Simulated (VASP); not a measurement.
# Pt (Im-3m) in VASP: further runs

Pt is run at these levels: r2SCAN; tasks: single point.

Program: VASP 6.6.1. These are calculated values, not measurements. Logs are shortened: lines on timing, memory, paths and dates and some standing lists are left out, and cuts for length are marked.

### 1 The cell of the first run

Symmetry: Im-3m, No. 229, cubic system. The conventional cell has a = 3.168 Å, b = 3.168 Å, c = 3.168 Å, α = 90.00°, β = 90.00°, γ = 90.00°. Within 3.6 Å of Pt (site symmetry m-3m) lie 14 Pt at 2.74 to 3.17 Å.

This isn't the form of Pt at room conditions, which is fcc.

### 2 Single point, r2SCAN

Contents of POSCAR:

```
Pt
1.0
   -1.5842200000      1.5842200000      1.5842200000
    1.5842200000     -1.5842200000      1.5842200000
    1.5842200000      1.5842200000     -1.5842200000
Pt
1
Direct
    0.0000000000      0.0000000000      0.0000000000
```

Contents of INCAR.step1:

```
SYSTEM = Pt
PREC = Accurate
ENCUT = 550
ISMEAR = 0
SIGMA = 0.3
LREAL = .FALSE.
LASPH = .TRUE.
NELM = 120
NBANDS = 11
GGA = PE
ALGO = Normal
EDIFF = 1E-5
LWAVE = .TRUE.
LCHARG = .FALSE.
GGA_COMPAT = .FALSE.
```

Contents of INCAR.step2:

```
SYSTEM = Pt
PREC = Accurate
ENCUT = 550
EDIFF = 1E-6
ISMEAR = 0
SIGMA = 0.3
LREAL = .FALSE.
LASPH = .TRUE.
NELM = 120
ALGO = Normal
ISIF = 2
LWAVE = .FALSE.
LCHARG = .FALSE.
METAGGA = R2SCAN
LMIXTAU = .TRUE.
NBANDS = 11
ISTART = 1
GGA_COMPAT = .FALSE.
```

Contents of KPOINTS:

```
Automatic mesh
0
G
  15 15 15
  0 0 0
```

Potentials or basis: VASP PAW PBE potentials, release 64 (Pt).

The run is started by

```bash
> cat potpaw_PBE.64/Pt/POTCAR > POTCAR
> cp INCAR.step1 INCAR
> mpirun -np 1 vasp_std > vasp.out
> cp INCAR.step2 INCAR
> mpirun -np 1 vasp_std > vasp.out
```

OUTCAR:

```text
SYSTEM = Pt
   PREC = Accurate
   ENCUT = 550
   EDIFF = 1E-6
   ISMEAR = 0
   LREAL = .FALSE.
   LASPH = .TRUE.
   NELM = 120
   ISIF = 2
   METAGGA = R2SCAN
   ISTART = 1

 ion  position               nearest neighbor table
   1  0.000  0.000  0.000-

  LATTYP: Found a body centered cubic cell.
 ALAT       =     3.1684400000

  Lattice vectors:

 A1 = (  -1.5842200000,   1.5842200000,   1.5842200000)
 A2 = (   1.5842200000,  -1.5842200000,   1.5842200000)
 A3 = (   1.5842200000,   1.5842200000,  -1.5842200000)

Analysis of symmetry for initial positions (statically):
=====================================================================
 Subroutine PRICEL returns:
 Original cell was already a primitive cell.

 Routine SETGRP: Setting up the symmetry group for a
 body centered cubic supercell.

 Subroutine GETGRP returns: Found 48 space group operations
 (whereof 48 operations were pure point group operations)
 out of a pool of 48 trial point group operations.

The static configuration has the point symmetry O_h .

Analysis of symmetry for dynamics (positions and initial velocities):
=====================================================================
 Subroutine PRICEL returns:
 Original cell was already a primitive cell.

 Routine SETGRP: Setting up the symmetry group for a
 body centered cubic supercell.

 Subroutine GETGRP returns: Found 48 space group operations
 (whereof 48 operations were pure point group operations)
 out of a pool of 48 trial point group operations.

The dynamic configuration has the point symmetry O_h .

 Subroutine INISYM returns: Found 48 space group operations
 (whereof 48 operations are pure point group operations),
 and found     1 'primitive' translations

----------------------------------------------------------------------------------------

                                     Primitive cell

  volume of cell :      15.9040

  direct lattice vectors                    reciprocal lattice vectors
    -1.584220000  1.584220000  1.584220000     0.000000000  0.315612731  0.315612731
     1.584220000 -1.584220000  1.584220000     0.315612731  0.000000000  0.315612731
     1.584220000  1.584220000 -1.584220000     0.315612731  0.315612731  0.000000000

  length of vectors
     2.743949530  2.743949530  2.743949530     0.446343804  0.446343804  0.446343804

  position of ions in fractional coordinates (direct lattice)
     0.000000000  0.000000000  0.000000000

  ion indices of the primitive-cell ions
   primitive index   ion index
                 1           1

----------------------------------------------------------------------------------------

 KPOINTS: Automatic mesh

Automatic generation of k-mesh.
 Grid dimensions read from file:
 generate k-points for:   15   15   15

 Generating k-lattice:

  Cartesian coordinates                     Fractional coordinates (reciprocal lattice)
     0.000000000  0.021040849  0.021040849     0.066666667  0.000000000  0.000000000
     0.021040849  0.000000000  0.021040849     0.000000000  0.066666667  0.000000000
     0.021040849  0.021040849  0.000000000     0.000000000  0.000000000  0.066666667

  Length of vectors
     0.029756254  0.029756254  0.029756254

  Shift w.r.t. Gamma in fractional coordinates (k-lattice)
     0.000000000  0.000000000  0.000000000

 Subroutine IBZKPT returns following result:
 ===========================================

 Found    120 irreducible k-points:

 Following reciprocal coordinates:
            Coordinates               Weight
  0.000000  0.000000  0.000000      1.000000
  0.066667  0.000000  0.000000     12.000000
  0.133333  0.000000  0.000000     12.000000
  0.200000  0.000000  0.000000     12.000000
  0.266667  0.000000  0.000000     12.000000
  0.333333  0.000000  0.000000     12.000000
[... 16 lines left out ...]
  0.333333  0.200000  0.000000     48.000000
  0.400000  0.200000  0.000000     24.000000
 [... further k-points ...]
   k-points           NKPTS =    120   k-points in BZ     NKDIM =    120   number of bands    NBANDS=     11
   number of dos      NEDOS =    301   number of ions     NIONS =      1
   total plane-waves  NPLWV =  13824
   dimension x,y,z NGX =    24 NGY =   24 NGZ =   24
   dimension x,y,z NGXF=    48 NGYF=   48 NGZF=   48
   ions per type =               1
   NGX,Y,Z   is equivalent  to a cutoff of  14.54, 14.54, 14.54 a.u.
   NGXF,Y,Z  is equivalent  to a cutoff of  29.08, 29.08, 29.08 a.u.
 SYSTEM =  Pt
   PREC   = accura    normal or accurate (medium, high low for compatibility)
   ISTART =      1    job   : 0-new  1-cont  2-samecut
   ICHARG =      0    charge: 1-file 2-atom 10-const
   ISPIN  =      1    spin polarized calculation?
   LNONCOLLINEAR =      F non collinear calculations
   LSORBIT =      F    spin-orbit coupling
   LASPH  =      T    aspherical Exc in radial PAW
   ENCUT  =  550.0 eV  40.42 Ry    6.36 a.u.   5.25  5.25  5.25*2*pi/ulx,y,z
   NELM   =    120;   NELMIN=  2; NELMDL=  0     # of ELM steps
   EDIFF  = 0.1E-05   stopping-criterion for ELM
   LREAL  =      F    real-space projection
   EDIFFG = 0.1E-04   stopping-criterion for IOM
   NSW    =      0    number of steps for IOM
   IBRION =     -1    ionic relax: 0-MD 1-quasi-New 2-CG
   NFREE  =      0    steps in history (QN), initial steepest desc. (CG)
   ISIF   =      2    stress and relaxation
   ISYM   =      2    0-nonsym 1-usesym 2-fastsym
   POTIM  = 0.5000    time-step for ionic-motion
   TEBEG  =    0.0;   TEEND  =   0.0 temperature during run
   PSTRESS=    0.0 pullay stress
   NELECT =      10.0000    total number of electrons
   NUPDOWN=      -1.0000    fix difference up-down
   EMIN   =  10.00;   EMAX   =-10.00  energy-range for DOS
   EFERMI =   0.00;   METHOD = LEGACY
   ISMEAR =     0;   SIGMA  =   0.30  broadening in eV -4-tet -1-fermi 0-gaus
   EFERMI_NEDOS =   21; number of points for ismear=-14 and -15
   IALGO  =     38    algorithm
   IMIX   =      4    mixing-type and parameters
     AMIX     =   0.40;   BMIX     =  1.00
     AMIX_MAG =   1.60;   BMIX_MAG =  1.00
  volume/ion in A,a.u.               =      15.90       107.33
  Fermi-wavevector in a.u.,A,eV,Ry     =   1.402510  2.650360 26.763132  1.967035
  Thomas-Fermi vector in A             =   2.525265
   LORBIT       =      0    0 simple, 1 ext, 2 COOP (PROOUT), +10 PAW based schemes
   METAGGA = R2SCAN    functional components
   LHFCALC =     F    Hartree Fock is set to
   AEXX    =    0.0000 exact exchange contribution
   IVDW    =     0    specifies the selected vdW correction
   LEPSILON=     F    determine dielectric tensor
   LRPA    =     F    only Hartree local field effects (RPA)
 non-spin polarized calculation
 Gauss-broadening in eV      SIGMA  =   0.30
  energy-cutoff  :      550.00
  volume of cell :       15.90
 maximum number of plane-waves:       478
 NGX is ok and might be reduce to    24
   NGX = 11   NGY = 11   NGZ = 11

 number of electron       9.9999999 magnetization

 Free energy of the ion-electron system (eV)
  ---------------------------------------------------
  ext. energy  EPLUGINS =         0.00000000
  ---------------------------------------------------
  free energy    TOTEN  =       -51.42594555 eV

  energy without entropy =      -51.39024553  energy(sigma->0) =      -51.40809554

 E-fermi :   9.8583     XC(G=0): -14.2279

 val. band max:        9.8415637774   @ k =  -0.4000   0.4000   0.3333
 cond. band min:       9.9021695821   @ k =   0.4667   0.0667  -0.0000
 fundamental gap:      0.0606058047
 Fermi energy:         9.8583085679

 k-point     1 :       0.0000    0.0000    0.0000
  band No.  band energies     occupation
      1       0.1789      2.00000
      2       6.2711      2.00000
      3       6.2711      2.00000
      4       6.2711      2.00000
      5       8.7462      2.00000
      6       8.7462      2.00000
      7      27.9349      0.00000
      8      27.9349      0.00000
      9      27.9349      0.00000
     10      38.2610      0.00000
     11      38.2610      0.00000

 k-point     2 :       0.0667    0.0000    0.0000
  band No.  band energies     occupation
      1       0.3661      2.00000
      2       6.1992      2.00000
      3       6.2722      2.00000
      4       6.4203      2.00000
      5       8.6552      2.00000
      6       8.7508      2.00000
      7      28.0170      0.00000
      8      28.0645      0.00000
      9      28.2057      0.00000
     10      35.8385      0.00000
     11      36.3198      0.00000

 k-point     3 :       0.1333    0.0000    0.0000
  band No.  band energies     occupation
      1       0.9042      2.00000
      2       6.0014      2.00000
      3       6.2620      2.00000
      4       6.8579      2.00000
      5       8.4591      2.00000
      6       8.7676      2.00000
      7      28.0698      0.00000
      8      28.0773      0.00000
      9      28.9901      0.00000
     10      34.0817      0.00000
     11      34.1041      0.00000

 k-point     4 :       0.2000    0.0000    0.0000
  band No.  band energies     occupation
      1       1.7028      2.00000
      2       5.7233      2.00000
      3       6.2500      2.00000
      4       7.5518      2.00000
      5       8.3233      2.00000
      6       8.8032      2.00000
      7      26.8473      0.00000
      8      27.5770      0.00000
      9      30.2077      0.00000
     10      33.1485      0.00000
     11      33.6398      0.00000
[... 239 lines left out ...]
 k-point    22 :       0.2667    0.2000   -0.0000
  band No.  band energies     occupation
      1       4.0067      2.00000
      2       5.2906      2.00000
      3       6.2620      2.00000
      4       8.3746      2.00000
      5       9.1461      1.99921
      6      11.9279      0.00000
      7      19.6953      0.00000
      8      23.1469      0.00000
      9      26.8559      0.00000
     10      32.0858      0.00000
     11      35.8595      0.00000

 k-point    23 :       0.3333    0.2000    0.0000
  band No.  band energies     occupation
      1       4.0290      2.00000
      2       5.1804      2.00000
      3       6.8368      2.00000
      4       8.5367      2.00000
      5       9.3111      1.99011
      6      13.4618      0.00000
      7      17.4176      0.00000
      8      22.1330      0.00000
      9      26.3582      0.00000
     10      33.0246      0.00000
     11      35.0771      0.00000

 k-point    24 :       0.4000    0.2000    0.0000
  band No.  band energies     occupation
      1       4.0092      2.00000
      2       5.1468      2.00000
      3       7.0663      2.00000
      4       8.5730      2.00000
      5       9.4611      1.93883
      6      14.6700      0.00000
      7      15.9222      0.00000
      8      21.7354      0.00000
      9      26.1872      0.00000
     10      33.7979      0.00000
     11      34.3033      0.00000

 [... further k-points ...]

------------------------ aborting loop because EDIFF is reached ----------------------------------------

  FORCE on cell =-STRESS in cart. coord.  units (eV):
  Direction    XX          YY          ZZ          XY          YZ          ZX
  --------------------------------------------------------------------------------------
  -------------------------------------------------------------------------------------
  Total       -0.5876413     -0.5876413     -0.5876413      0.0000000      0.0000000      0.0000000
  in kB      -59.1992766    -59.1992766    -59.1992766      0.0000000      0.0000000      0.0000000
  external PRESSURE =     -59.1992766 kB  Pullay stress =       0.0000000 kB

 VOLUME and BASIS-vectors are now :
 -----------------------------------------------------------------------------
  energy-cutoff  :      550.00
  volume of cell :       15.90
      direct lattice vectors                 reciprocal lattice vectors
    -1.584220000  1.584220000  1.584220000     0.000000000  0.315612731  0.315612731
     1.584220000 -1.584220000  1.584220000     0.315612731  0.000000000  0.315612731
     1.584220000  1.584220000 -1.584220000     0.315612731  0.315612731  0.000000000

 POSITION                                       TOTAL-FORCE (eV/Angst)
 -----------------------------------------------------------------------------------
      0.00000      0.00000      0.00000        -0.000000     -0.000000      0.000000
 -----------------------------------------------------------------------------------
    total drift:                                0.000000      0.000000     -0.000000

  FREE ENERGIE OF THE ION-ELECTRON SYSTEM (eV)
  ---------------------------------------------------
  free  energy   TOTEN  =       -51.4259455499 eV

  energy  without entropy=      -51.3902455296  energy(sigma->0) =      -51.40809554
```

Wall time 38 s (1 thread of Intel Xeon Platinum 8375C at 2.90GHz (Ice Lake), shared host); peak memory 0.16 GiB.

What came out:

```
Free energy            : -51.4259 eV
Pressure               : -5.9 GPa
Band gap on the k mesh : zero (bands 5 and 6 overlap by 2.23 eV)
```

Caveat: the cell stands under tension; so wide a smearing shifts energies and pressures; the PAW data sets were made with another functional, which shifts forces and pressure a little; spin-orbit coupling is left out, which moves the levels of the heavy elements.

[end of part 1 of 2]
